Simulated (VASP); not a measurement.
HCl: single point with PBEsol

The system is HCl.

```xyz
2
Lattice="0.0000 2.8059 2.7375 2.8059 0.0000 2.7375 2.8059 2.8059 0.0000" Properties=species:S:1:pos:R:3 pbc="T T T"
H     0.0000    0.0000    0.0000
Cl    2.8059    2.8059    2.7375
```

This cell differs from its parent crystal: strain +0.025 along x and y, +0.000 along z.

- Program: VASP 6.6.1
- Task: single point
- Functional: PBEsol
- Potentials or basis: VASP PAW PBE potentials, release 64 (H, Cl)
- Cutoff: 520 eV
- k mesh: 16 × 16 × 16
- Occupations: gaussian, width 0.15 eV
- Spin: no spin polarisation

```json
{
  "Pressure": "-9.9 GPa",
  "Band gap on the k mesh": "zero (band 4 reaches -2.58 eV, above the bottom of band 5 at -2.64 eV)"
}
```

Stress tensor (GPa, compression positive):
```
 -9.34   0.00   0.00
  0.00  -9.34   0.00
  0.00   0.00 -11.16
```

Levels at points of the mesh, in eV from the Fermi level:
| k point | band 1 | band 2 | band 3 | band 4 | band 5 | band 6 | band 7 | band 8 |
| --- | --- | --- | --- | --- | --- | --- | --- | --- |
| (0.00, 0.00, 0.00) | -13.05 | -0.27 | -0.19 | -0.14 | -0.14 | 10.97 | 12.35 | 12.35 |
| (0.50, 0.00, 0.00) | -12.73 | -2.90 | -0.33 | -0.31 | 2.09 | 7.77 | 10.92 | 11.12 |
| (0.50, 0.50, 0.00) | -12.62 | -1.75 | -0.76 | -0.76 | -0.20 | 9.32 | 11.82 | 14.35 |
| (0.50, 0.00, 0.50) | -12.65 | -1.73 | -0.78 | -0.67 | -0.18 | 9.41 | 11.55 | 14.37 |

It took 80 s on 1 thread of AMD EPYC 9R45 96-Core Processor (Zen 5), with other jobs on the host, peak memory 0.25 GiB.

Caveat: the cell differs from its parent crystal (strain +0.025 along x and y, +0.000 along z); the PAW data sets were made with another functional, which shifts forces and pressure a little.
